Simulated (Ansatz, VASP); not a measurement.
# Two plane-wave programs on AlN

```
Al N
1.0
     0.00000    2.20159    2.20159
     2.20159    0.00000    2.20159
     2.20159    2.20159    0.00000
Al N
1 1
Direct
  0.00000 0.00000 0.00000
  0.75000 0.75000 0.75000
```

Alike in both runs: task single point; functional HSE06; k mesh 8 × 8 × 8; occupations gaussian, width 0.02 eV; no spin polarisation.

|  | VASP | Ansatz |
| --- | --- | --- |
| version | VASP 6.6.1 | Ansatz 0.2.0 |
| potentials or method | VASP PAW PBE potentials, release 64 (Al, N), cutoff 520 eV | scalar-relativistic, plane waves, PAW |
| valence electrons in the cell | 8 | 8 |

```csv
,VASP,Ansatz,Ansatz less VASP
gap on the k mesh at the Fermi level (eV),4.53,4.53,-0.001
least direct gap on the mesh (eV),5.32,5.33,+0.010
pressure (GPa),-5.4,-5.2,+0.18
```

With one functional, cell and mesh, what is left measures potentials, basis and numerics. Ansatz's warnings: stress exchange threshold loose, stress scf threshold loose.
